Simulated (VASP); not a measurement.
Runs of VASP 6.6.1 on Sb. The structure is that of space group P6_3/mmc (No. 194), or close to it. The cells are those of the table. 

```tsv
task	cell	k mesh	cutoff (eV)	gap on the mesh (eV)	pressure (GPa)
single point	a = 3.357, b = 3.357, c = 11.366 Å, angles 90.0, 90.0, 120.0°, 4 atoms	13 × 13 × 4	520	none	(a)
single point	a = 3.272, b = 3.272, c = 11.078 Å, angles 90.0, 90.0, 120.0°, 4 atoms	15 × 15 × 4	520	none	0.3
single point	a = 3.272, b = 3.272, c = 11.078 Å, angles 90.0, 90.0, 120.0°, 4 atoms	13 × 13 × 4	520	none	0.3
single point	a = 3.182, b = 3.182, c = 10.775 Å, angles 90.0, 90.0, 120.0°, 4 atoms	13 × 13 × 4	520	none	7.6
relaxation of cell and atoms	relaxed from a = 3.375, b = 3.375, c = 11.023 Å, angles 90.0, 90.0, 120.0°, 4 atoms	11 × 11 × 3	600	none	0.0
single point	a = 3.272, b = 3.272, c = 11.078 Å, angles 90.0, 90.0, 120.0°, 4 atoms	11 × 11 × 3	520	none	(b)
single point	a = 3.315, b = 3.315, c = 11.224 Å, angles 90.0, 90.0, 120.0°, 4 atoms	13 × 13 × 4	520	none	-2.3
single point	a = 3.398, b = 3.398, c = 11.505 Å, angles 90.0, 90.0, 120.0°, 4 atoms	13 × 13 × 4	520	none	-6.0
```

Alike in all rows: level LDA; potentials or basis VASP PAW LDA potentials, release 64 (Sb); no spin polarisation; smearing fermi-dirac 0.1 eV.

**Question.** Fill in the values left out.

**Answer.** (a) -4.3; (b) 0.1.

Caveats: spin-orbit coupling is left out, which moves the levels of the heavy elements.

A k mesh can miss the band edges, and the runs leave out spin-orbit coupling on Sb.

A gap of «none» marks levels without a gap at the run's occupations.
